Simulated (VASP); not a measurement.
Wanted: the native input for a VASP 6.6.1 run.

- Task: single point
- Functional: r2SCAN
- Potentials or basis: VASP PAW PBE potentials, release 64 (Mo_sv, S)
- Cutoff: 520 eV
- k mesh: 6 × 6 × 6
- Occupations: fermi-dirac, width 0.02 eV
- Spin: no spin polarisation
- Dipole correction: no
- Further INCAR settings: ALGO = Normal; EDIFF = 1e-07; NBANDS = 20

MoS2:

```xyz
3
Lattice="0.0000 2.9324 2.9324 2.9324 0.0000 2.9324 2.9324 2.9324 0.0000" Properties=species:S:1:pos:R:3 pbc="T T T"
Mo    0.0000    0.0000    0.0000
S     1.4662    1.4662    1.4662
S     4.3986    4.3986    4.3986
```

The input as run:

POSCAR

```
MoS2
1.0
    0.0000000000      2.9323968553      2.9323968553
    2.9323968553      0.0000000000      2.9323968553
    2.9323968553      2.9323968553      0.0000000000
Mo S
1 2
Direct
    0.0000000000      0.0000000000      0.0000000000
    0.2500000000      0.2500000000      0.2500000000
    0.7500000000      0.7500000000      0.7500000000
```

INCAR.step1

```
PREC = Accurate
ENCUT = 520
ISMEAR = -1
SIGMA = 0.02
LREAL = False
LASPH = True
NELM = 80
NBANDS = 20
GGA = PE
ALGO = Normal
EDIFF = 1E-4
LWAVE = True
LCHARG = False
```

INCAR.step2

```
PREC = Accurate
ENCUT = 520
EDIFF = 1E-7
ISMEAR = -1
SIGMA = 0.02
LREAL = False
LASPH = True
NELM = 80
ALGO = Normal
ISIF = 2
LWAVE = False
LCHARG = True
METAGGA = R2SCAN
LMIXTAU = True
LELF = True
LVHAR = True
NBANDS = 20
ISTART = 1
```

KPOINTS

```
regular mesh
0
Gamma
  6 6 6
```

Potentials or basis: VASP PAW PBE potentials, release 64 (Mo_sv, S).

Command:

```sh
$ cat potpaw_PBE.64/Mo_sv/POTCAR potpaw_PBE.64/S/POTCAR > POTCAR
$ cp INCAR.step1 INCAR
$ mpirun -np 1 vasp_std > vasp.out
$ cp INCAR.step2 INCAR
$ mpirun -np 1 vasp_std > vasp.out
```

Results of the run:

```yaml
Pressure: 0.4 GPa
Band_gap_on_the_k_mesh: zero (band 13 reaches 8.61 eV, above the bottom of band 14 at 7.73 eV)
```

Caveat: the PAW data sets were made with another functional, which shifts forces and pressure a little.

Wall time 50 s on 1 thread of Intel Xeon 6975P-C, with other jobs on the host, peak memory 0.19 GiB.
